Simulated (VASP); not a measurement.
Wanted: the native input for a VASP 6.6.1 run.

```yaml
Task: single point
Functional: PBE
Dispersion: D3(BJ)
Potentials_or_basis: VASP PAW PBE potentials, release 64 (W_sv, Se)
Cutoff: 520 eV
k_mesh: 9 × 9 × 2
Occupations: gaussian, width 0.02 eV
Spin: no spin polarisation
Dipole_correction: no
Further_INCAR_settings: ALGO = Normal; EDIFF = 1e-07; NBANDS = 35
```

The structure of WSe2 lies in POSCAR:

```
WSe2
1.0
    3.1803301244      0.0000000000      0.0000000000
   -1.5901650622      2.7542466802      0.0000000000
    0.0000000000      0.0000000000     11.9706934369
W Se
2 4
Direct
    0.6666666667      0.3333333333      0.2499568195
    0.3333333333      0.6666666667      0.7500431805
    0.3333333333      0.6666666667      0.3916007751
    0.6666666667      0.3333333333      0.8916810115
    0.3333333333      0.6666666667      0.1083189885
    0.6666666667      0.3333333333      0.6083992249
```

One way to write it, as run:

INCAR

```
PREC = Accurate ; ENCUT = 520
EDIFF = 1E-7 ; ISMEAR = 0
SIGMA = 0.02 ; LREAL = False
LASPH = True ; NELM = 80
ALGO = Normal ; ISIF = 2
LWAVE = False ; LCHARG = False
GGA = PE ; IVDW = 12
NBANDS = 35
```

KPOINTS

```
regular mesh
0
Gamma
  9 9 2
```

Potentials or basis: VASP PAW PBE potentials, release 64 (W_sv, Se).

Command:

```console
$ cat potpaw_PBE.64/W_sv/POTCAR potpaw_PBE.64/Se/POTCAR > POTCAR
$ mpirun -np 1 vasp_std > vasp.out
```

Results of the run:

- Pressure: 11.5 GPa
- Largest force: 0.057 eV/Å
- Band gap on the k mesh: 0.61 eV (least direct gap 1.26 eV)
- Dispersion energy per atom: -0.544 eV

Caveat: the cell stands under pressure; spin-orbit coupling is left out, which moves the levels of the heavy elements.

It took 2.8 min on 1 thread of Intel Xeon 8259CL, on a shared host, peak memory 0.27 GiB.
